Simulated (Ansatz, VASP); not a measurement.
**Two plane-wave programs on TiPt3**

INCAR

```
SYSTEM = TiPt3
ALGO = Fast ; EDIFF = 1E-6
ENCUT = 520 ; GGA = PS
ISIF = 2 ; ISMEAR = 0
LASPH = .True. ; LCHARG = .False.
LREAL = .False. ; LWAVE = .False.
NBANDS = 29 ; NELM = 80
PREC = Accurate ; SIGMA = 0.1
```

Contents of KPOINTS:

```
k-points
0
Gamma
  14 14 14
  0 0 0
```

The input POSCAR:

```
TiPt3
1.0
    3.8993537252      0.0000000000      0.0000000000
    0.0000000000      3.8993537252      0.0000000000
    0.1169806118      0.0000000000      3.8993537252
Ti Pt
1 3
Direct
    0.0000000000      0.0000000000      0.0000000000
    0.0000000000      0.5000000000      0.5000000000
    0.5000000000      0.0000000000      0.5000000000
    0.5000000000      0.5000000000      0.0000000000
```

Input for Ansatz:

```yaml
crystal:
  lattice:
    - [3.8993537252, 0.0, 0.0]
    - [0.0, 3.8993537252, 0.0]
    - [0.1169806118, 0.0, 3.8993537252]
  atoms:
    - { symbol: Ti, position: [0.0, 0.0, 0.0] }
    - { symbol: Pt, position: [0.0, 0.5, 0.5] }
    - { symbol: Pt, position: [0.5, 0.0, 0.5] }
    - { symbol: Pt, position: [0.5, 0.5, 0.0] }
basis:
  ecutwfc: 420
kpoints:
  mp_grid: { grid: [14, 14, 14] }
hamiltonian:
  xc: pbesol
scf:
  occupations: { method: gaussian, width: 0.1 }
output:
  forces: true
  stress: true
  eigenvalues: true
```

Change from the starting cell: shear of c along a, cell held, atoms relaxed: +3.0 %.

Alike in both runs: task single point; functional PBEsol; k mesh 14 × 14 × 14; occupations gaussian, width 0.1 eV; no spin polarisation.

|  | VASP | Ansatz |
| --- | --- | --- |
| version | VASP 6.6.1 | Ansatz 0.2.0 |
| potentials or method | VASP PAW PBE potentials, release 64 (Ti_sv, Pt), cutoff 520 eV | scalar-relativistic, plane waves, PAW |
| valence electrons in the cell | 42 | 66 |

```csv
,VASP,Ansatz,Ansatz less VASP
gap on the k mesh at the Fermi level (eV),none,none,-
pressure (GPa),0.0,0.3,+0.28
"traceless stress, the component that is largest in VASP (GPa)",-4.67,-4.68,-0.015
```

VASP's potentials were made for PBE, not for PBEsol. A gap of «none» marks a metal or a gap that the smearing closes. The functional is the same, so the differences come from potentials, cutoffs and numerics. VASP's potentials hold 42 valence electrons a cell and Ansatz's 66, so a difference there can come from the potentials and not from the codes.

Neither program's run includes spin-orbit coupling.
